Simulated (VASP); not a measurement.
# TiAl2B2 in VASP: density of states with PBE

Aim: the density of states of TiAl2B2 with PBE.

Program: VASP 6.6.1. These are calculated values, not measurements. Logs are shortened: lines on timing, memory, paths and dates and some standing lists are left out, and cuts for length are marked.

## 1. The cell of the first run

The cell holds a sheet with vacuum, 5 atoms: a = 3.871 Å, b = 3.871 Å, c = 31.088 Å, α = 90.00°, β = 90.00°, γ = 120.00°.

## 2. Density of states, PBE

File POSCAR:

```
TiAl2B2
1.0
    3.8713453721     -0.0000000033      0.0000000000
   -1.9356726832      3.3526834407      0.0000000000
    0.0000000000      0.0000000000     31.0879998400
Ti Al B
1 2 2
Direct
    0.0000000000      0.0000000000      0.2759424507
    0.3333333333      0.6666666667      0.3344396273
    0.6666666667      0.3333333333      0.3344396273
    0.3333333333      0.6666666667      0.2477705725
    0.6666666667      0.3333333333      0.2477705725
```

File INCAR.step1:

```
  PREC = Accurate
  ENCUT = 520
  EDIFF = 1E-6
  ISMEAR = 0
  SIGMA = 0.1
  LREAL = False
  LASPH = True
  NELM = 100
  ALGO = Normal
  ISIF = 2
  LWAVE = False
  LCHARG = True
  LMAXMIX = 4
  LDIPOL = True
  IDIPOL = 3
  DIPOL = 0.5 0.5 0.288
  GGA = PE
  NBANDS = 20
```

File KPOINTS.step1:

```
regular mesh
0
Gamma
  12 12 1
```

File INCAR.step2:

```
  PREC = Accurate
  ENCUT = 520
  EDIFF = 1E-6
  ISMEAR = -5
  SIGMA = 0.1
  LREAL = False
  LASPH = True
  NELM = 100
  ALGO = Normal
  ISIF = 2
  LWAVE = False
  LCHARG = False
  LMAXMIX = 4
  LDIPOL = True
  IDIPOL = 3
  DIPOL = 0.5 0.5 0.288
  GGA = PE
  LORBIT = 10
  NBANDS = 20
  NEDOS = 2001
  ICHARG = 11
```

File KPOINTS.step2:

```
regular mesh
0
Gamma
  18 18 1
```

Potentials or basis: VASP PAW PBE potentials, release 64 (Ti_sv, Al, B).

Run with:

```bash
$ cat potpaw_PBE.64/Ti_sv/POTCAR potpaw_PBE.64/Al/POTCAR potpaw_PBE.64/B/POTCAR > POTCAR
$ cp INCAR.step1 INCAR
$ cp KPOINTS.step1 KPOINTS
$ mpirun -np 1 vasp_std > vasp.out
$ cp INCAR.step2 INCAR
$ cp KPOINTS.step2 KPOINTS
$ mpirun -np 1 vasp_std > vasp.out
```

OUTCAR:

```text
PREC = Accurate
   ENCUT = 520
   EDIFF = 1E-6
   ISMEAR = -5
   LREAL = False
   LASPH = True
   NELM = 100
   ISIF = 2
   GGA = PE
   LORBIT = 10
   ICHARG = 11

 ion  position               nearest neighbor table
   1  0.000  0.000  0.276-   4 2.40   5 2.40   4 2.40   5 2.40   5 2.40   4 2.40   2 2.88   3 2.88
                             2 2.88   3 2.88   2 2.88   3 2.88
   2  0.333  0.667  0.334-   3 2.24   3 2.24   3 2.24   4 2.69   1 2.88   1 2.88   1 2.88
   3  0.667  0.333  0.334-   2 2.24   2 2.24   2 2.24   5 2.69   1 2.88   1 2.88   1 2.88
   4  0.333  0.667  0.248-   1 2.40   1 2.40   1 2.40   2 2.69
   5  0.667  0.333  0.248-   1 2.40   1 2.40   1 2.40   3 2.69

  LATTYP: Found a hexagonal cell.
 ALAT       =     3.8713453721
 C/A-ratio  =     8.0302832354

  Lattice vectors:

 A1 = (   3.8713453721,  -0.0000000033,   0.0000000000)
 A2 = (  -1.9356726832,   3.3526834407,   0.0000000000)
 A3 = (   0.0000000000,   0.0000000000,  31.0879998400)

Analysis of symmetry for initial positions (statically):
=====================================================================
 Subroutine PRICEL returns:
 Original cell was already a primitive cell.

 Routine SETGRP: Setting up the symmetry group for a
 hexagonal supercell.

 Subroutine GETGRP returns: Found 12 space group operations
 (whereof 12 operations were pure point group operations)
 out of a pool of 24 trial point group operations.

The static configuration has the point symmetry C_6v.

Analysis of symmetry for dynamics (positions and initial velocities):
=====================================================================
 Subroutine PRICEL returns:
 Original cell was already a primitive cell.

 Routine SETGRP: Setting up the symmetry group for a
 hexagonal supercell.

 Subroutine GETGRP returns: Found 12 space group operations
 (whereof 12 operations were pure point group operations)
 out of a pool of 24 trial point group operations.

The dynamic configuration has the point symmetry C_6v.

 Subroutine INISYM returns: Found 12 space group operations
 (whereof 12 operations are pure point group operations),
 and found     1 'primitive' translations

----------------------------------------------------------------------------------------

                                     Primitive cell

  volume of cell :     403.5034

  direct lattice vectors                    reciprocal lattice vectors
     3.871345372 -0.000000003  0.000000000     0.258308134  0.149134271  0.000000000
    -1.935672683  3.352683441  0.000000000     0.000000000  0.298268542  0.000000000
     0.000000000  0.000000000 31.087999840     0.000000000  0.000000000  0.032166753

  length of vectors
     3.871345372  3.871345372 31.087999840     0.298268542  0.298268542  0.032166753

  position of ions in fractional coordinates (direct lattice)
     0.000000000  0.000000000  0.275942451
     0.333333333  0.666666667  0.334439627
     0.666666667  0.333333333  0.334439627
     0.333333333  0.666666667  0.247770573
     0.666666667  0.333333333  0.247770573

  ion indices of the primitive-cell ions
   primitive index   ion index
                 1           1
                 2           2
                 3           3
                 4           4
                 5           5

----------------------------------------------------------------------------------------

 KPOINTS: regular mesh

Automatic generation of k-mesh.
 Grid dimensions read from file:
 generate k-points for:   18   18    1

 Generating k-lattice:

  Cartesian coordinates                     Fractional coordinates (reciprocal lattice)
     0.014350452  0.008285237  0.000000000     0.055555556  0.000000000  0.000000000
     0.000000000  0.016570475  0.000000000     0.000000000  0.055555556  0.000000000
     0.000000000  0.000000000  0.032166753     0.000000000  0.000000000  1.000000000

  Length of vectors
     0.016570475  0.016570475  0.032166753

  Shift w.r.t. Gamma in fractional coordinates (k-lattice)
     0.000000000  0.000000000  0.000000000

 TETIRR: Found    169 inequivalent tetrahedra from     1944

 Subroutine IBZKPT returns following result:
 ===========================================

 Found     37 irreducible k-points:

 Following reciprocal coordinates:
            Coordinates               Weight
  0.000000  0.000000  0.000000      1.000000
  0.055556 -0.000000  0.000000      6.000000
  0.111111 -0.000000  0.000000      6.000000
  0.166667  0.000000  0.000000      6.000000
  0.222222  0.000000  0.000000      6.000000
  0.277778 -0.000000  0.000000      6.000000
[... 16 lines left out ...]
  0.333333  0.111111  0.000000     12.000000
  0.388889  0.111111  0.000000     12.000000
 [... further k-points ...]
   k-points           NKPTS =     37   k-points in BZ     NKDIM =     37   number of bands    NBANDS=     20
   number of dos      NEDOS =   2001   number of ions     NIONS =      5
   total plane-waves  NPLWV = 216000
   dimension x,y,z NGX =    30 NGY =   30 NGZ =  240
   dimension x,y,z NGXF=    60 NGYF=   60 NGZF=  480
   ions per type =               1   2   2
   NGX,Y,Z   is equivalent  to a cutoff of  12.88, 12.88, 12.83 a.u.
   NGXF,Y,Z  is equivalent  to a cutoff of  25.77, 25.77, 25.67 a.u.
 SYSTEM =  unknown system
   PREC   = accura    normal or accurate (medium, high low for compatibility)
   ISTART =      0    job   : 0-new  1-cont  2-samecut
   ICHARG =     11    charge: 1-file 2-atom 10-const
   ISPIN  =      1    spin polarized calculation?
   LNONCOLLINEAR =      F non collinear calculations
   LSORBIT =      F    spin-orbit coupling
   LASPH  =      T    aspherical Exc in radial PAW
   ENCUT  =  520.0 eV  38.22 Ry    6.18 a.u.   7.20  7.20 57.80*2*pi/ulx,y,z
   NELM   =    100;   NELMIN=  2; NELMDL=  0     # of ELM steps
   EDIFF  = 0.1E-05   stopping-criterion for ELM
   LREAL  =      F    real-space projection
   EDIFFG = 0.1E-04   stopping-criterion for IOM
   NSW    =      0    number of steps for IOM
   IBRION =     -1    ionic relax: 0-MD 1-quasi-New 2-CG
   NFREE  =      0    steps in history (QN), initial steepest desc. (CG)
   ISIF   =      2    stress and relaxation
   ISYM   =      2    0-nonsym 1-usesym 2-fastsym
   POTIM  = 0.5000    time-step for ionic-motion
   TEBEG  =    0.0;   TEEND  =   0.0 temperature during run
   PSTRESS=    0.0 pullay stress
   NELECT =      24.0000    total number of electrons
   NUPDOWN=      -1.0000    fix difference up-down
   EMIN   =  10.00;   EMAX   =-10.00  energy-range for DOS
   EFERMI =   0.00;   METHOD = LEGACY
   ISMEAR =    -5;   SIGMA  =   0.10  broadening in eV -4-tet -1-fermi 0-gaus
   EFERMI_NEDOS =   21; number of points for ismear=-14 and -15
   IALGO  =     38    algorithm
   IMIX   =      4    mixing-type and parameters
     AMIX     =   0.40;   BMIX     =  1.00
     AMIX_MAG =   1.60;   BMIX_MAG =  1.00
  volume/ion in A,a.u.               =      80.70       544.60
  Fermi-wavevector in a.u.,A,eV,Ry     =   0.639042  1.207615  5.556277  0.408375
  Thomas-Fermi vector in A             =   1.704585
   LORBIT       =     10    0 simple, 1 ext, 2 COOP (PROOUT), +10 PAW based schemes
   GGA     = PE    functional components
   LHFCALC =     F    Hartree Fock is set to
   AEXX    =    0.0000 exact exchange contribution
   IVDW    =     0    specifies the selected vdW correction
   LEPSILON=     F    determine dielectric tensor
   LRPA    =     F    only Hartree local field effects (RPA)
 non-spin polarized calculation
 Fermi weights with tetrahedron method with Bloechl corrections
  energy-cutoff  :      520.00
  volume of cell :      403.50
 maximum number of plane-waves:     10917
 NGX is ok and might be reduce to    30

 number of electron      23.9999999 magnetization

 dipolmoment           0.000000      0.000000     -0.028699 electrons x Angstroem

 Free energy of the ion-electron system (eV)
  ---------------------------------------------------
  ext. energy  EPLUGINS =         0.00000000
  ---------------------------------------------------
  free energy    TOTEN  =       -24.08572666 eV

  energy without entropy =      -24.08572666  energy(sigma->0) =      -24.08572666

 E-fermi :  -2.7862     XC(G=0):  -2.3092

 val. band max:       -2.8014378180   @ k =   0.1667   0.1667   0.0000
 cond. band min:      -2.7710143361   @ k =   0.0000   0.0000   0.0000
 fundamental gap:      0.0304234819
 Fermi energy:        -2.7861819113

 k-point     1 :       0.0000    0.0000    0.0000
  band No.  band energies     occupation
      1     -59.8078      2.00000
      2     -36.0966      2.00000
      3     -36.0965      2.00000
      4     -36.0407      2.00000
      5     -13.2520      2.00000
      6     -10.6857      2.00000
[... 12 lines left out ...]
     19       1.0353      0.00000
     20       1.2878      0.00000

 k-point     2 :       0.0556   -0.0000    0.0000
  band No.  band energies     occupation
      1     -59.8077      2.00000
      2     -36.0978      2.00000
      3     -36.0969      2.00000
      4     -36.0405      2.00000
      5     -13.2131      2.00000
      6     -10.6543      2.00000
[... 12 lines left out ...]
     19       0.9237      0.00000
     20       1.3499      0.00000
[... 465 lines left out ...]
      3     -36.1083      2.00000
      4     -36.0362      2.00000
      5     -11.4200      2.00000
      6      -9.2865      2.00000
[... 12 lines left out ...]
     19       1.5654      0.00000
     20       1.8170      0.00000

 k-point    24 :       0.3889    0.1111    0.0000
  band No.  band energies     occupation
      1     -59.8055      2.00000
      2     -36.1342      2.00000
      3     -36.1094      2.00000
      4     -36.0358      2.00000
      5     -10.9963      2.00000
      6      -9.7268      2.00000
[... 12 lines left out ...]
     19       1.5747      0.00000
     20       1.8385      0.00000

 [... further k-points ...]

------------------------ aborting loop because EDIFF is reached ----------------------------------------

 vacuum level on the upper side and lower side of the slab       (xc-potential included)        -0.203         0.190

  FORCE on cell =-STRESS in cart. coord.  units (eV):
  Direction    XX          YY          ZZ          XY          YZ          ZX
  --------------------------------------------------------------------------------------
  -------------------------------------------------------------------------------------
  Total        0.0125758      0.0125758      0.1220980     -0.0000000     -0.0000000      0.0000000
  in kB        0.0499343      0.0499343      0.4848104     -0.0000000     -0.0000000      0.0000000
  external PRESSURE =       0.1948930 kB  Pullay stress =       0.0000000 kB

 VOLUME and BASIS-vectors are now :
 -----------------------------------------------------------------------------
  energy-cutoff  :      520.00
  volume of cell :      403.50
      direct lattice vectors                 reciprocal lattice vectors
     3.871345372 -0.000000003  0.000000000     0.258308134  0.149134271  0.000000000
    -1.935672683  3.352683441  0.000000000     0.000000000  0.298268542  0.000000000
     0.000000000  0.000000000 31.087999840     0.000000000  0.000000000  0.032166753

 POSITION                                       TOTAL-FORCE (eV/Angst)
 -----------------------------------------------------------------------------------
      0.00000      0.00000      8.57850         0.000000      0.000000     -0.001721
      0.00000      2.23512     10.39706        -0.000000      0.000000      0.019438
      1.93567      1.11756     10.39706         0.000000     -0.000000      0.019438
      0.00000      2.23512      7.70269         0.000000     -0.000000     -0.018578
      1.93567      1.11756      7.70269        -0.000000     -0.000000     -0.018578
 -----------------------------------------------------------------------------------
    total drift:                               -0.000000     -0.000000      0.008863

  FREE ENERGIE OF THE ION-ELECTRON SYSTEM (eV)
  ---------------------------------------------------
  free  energy   TOTEN  =       -24.0857266626 eV

  energy  without entropy=      -24.0857266626  energy(sigma->0) =      -24.08572666

 vacuum level on the upper side and lower side of the slab         1.801         2.201

 total charge

# of ion       s       p       d       tot
------------------------------------------
    1        2.178   6.122   1.967  10.267
    2        0.484   0.487   0.000   0.972
    3        0.484   0.487   0.000   0.972
    4        0.649   0.870   0.000   1.519
    5        0.649   0.870   0.000   1.519
--------------------------------------------------
tot          4.446   8.836   1.967  15.249
```

Wall time 8.5 min (1 thread of Intel Xeon Platinum 8559C (Emerald Rapids), shared host); peak memory 0.65 GiB.

What came out:

| Property | Result |
| --- | --- |
| Valence electrons inside the program's atomic spheres | Ti 10.27; Al 0.97; B 1.52 |

Levels at points of the mesh, in eV from the valence-band top:
| k point | band 10 | band 11 | band 12 | band 13 | band 14 | band 15 |
| --- | --- | --- | --- | --- | --- | --- |
| (0.00, 0.00, 0.00) | -0.24 | -0.06 | -0.06 | 0.03 | 1.43 | 1.43 |
| (0.50, 0.00, 0.00) | -1.49 | -1.41 | -1.27 | 0.66 | 0.67 | 1.49 |
